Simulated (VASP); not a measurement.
# WS2: single point with r2SCAN

WS2:

```xyz
3
Lattice="1.5911 0.9186 6.5479 -1.5911 0.9186 6.5479 0.0000 -1.8373 6.5479" Properties=species:S:1:pos:R:3 pbc="T T T"
W     0.0000    0.0000    0.0132
S     0.0000    0.0000    5.0021
S     0.0000    0.0000    8.1203
```

* Program: VASP 6.6.1
* Task: single point
* Functional: r2SCAN
* Potentials or basis: VASP PAW PBE potentials, release 64 (W_sv, S)
* Cutoff: 520 eV
* k mesh: 12 × 12 × 12
* Occupations: gaussian, width 0.02 eV
* Spin: no spin polarisation
* Dipole correction: no
* Further INCAR settings: ALGO = Normal; EDIFF = 1e-06; NBANDS = 20

The pressure is 0.2 GPa and the largest force is 0.021 eV/Å. The band gap on the k mesh is 1.39 eV (least direct gap 1.92 eV).

Forces on the atoms (eV/Å):
```
W    0.000  0.000  0.000
S    0.000  0.000 -0.021
S    0.000  0.000  0.021
```

Levels at points of the mesh, in eV from the valence-band top:
```
           k point  band 11  band 12  band 13  band 14  band 15  band 16
(0.00, 0.00, 0.00)    -2.31    -1.91    -0.91     2.53     2.53     2.74
(0.50, 0.00, 0.00)    -2.62    -1.92    -1.57     2.49     2.88     4.02
(0.50, 0.50, 0.00)    -2.98    -2.00    -1.45     2.47     2.98     3.68
(0.50, 0.50, 0.50)    -2.30    -2.30     0.00     2.57     2.57     2.68
```

Wall time 48 min on 1 thread of Intel(R) Xeon(R) Platinum 8259CL CPU @ 2.50GHz (Skylake/Cascade Lake), on a shared host, peak memory 0.57 GiB.

Caveat: the PAW data sets were made with another functional, which shifts forces and pressure a little; spin-orbit coupling is left out, which moves the levels of the heavy elements. A k mesh can miss the band edges.
